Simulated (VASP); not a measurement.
Runs of VASP 6.6.1 on NiO. The structure is that of space group Fm-3m (No. 225), or close to it. The cells are those of the table. 

```tsv
task	cell	k mesh	cutoff (eV)	gap on the mesh (eV)	pressure (GPa)	moment (μB)
single point	a = 2.829 Å, angles 60.0°, 2 atoms	16 × 16 × 16	520	0.19	40.3	2.00
single point	a = 2.940 Å, angles 60.0°, 2 atoms	12 × 12 × 12	520	(b)	5.2	2.00
single point	a = 2.886 Å, angles 60.0°, 2 atoms	12 × 12 × 12	520	0.45	20.1	2.00
single point	a = 2.971 Å, angles 60.0°, 2 atoms	12 × 12 × 12	520	(a)	-1.9	2.00
single point	a = 2.953 Å, angles 60.0°, 2 atoms	12 × 12 × 12	520	(c)	2.1	2.00
relaxation of cell and atoms	relaxed from a = 2.960 Å, angles 60.0°, 2 atoms	12 × 12 × 12	600	0.74	-0.1	2.00
```

Alike in all rows: level r2SCAN; potentials or basis VASP PAW PBE potentials, release 64 (Ni, O); spin collinear, ferromagnetic start; smearing gaussian 0.02 eV.

Task: Estimate the missing entries.

Result: (a) 0.77; (b) 0.66; (c) 0.71.

Caveats: semilocal functionals underestimate gaps, and a narrow one can read as zero; the PAW data sets were made with another functional, which shifts forces and pressure a little; a cell with one magnetic atom can't hold antiferromagnetic order, which such compounds often take; the cell stands under pressure (at least some runs).

A k mesh can miss the band edges.
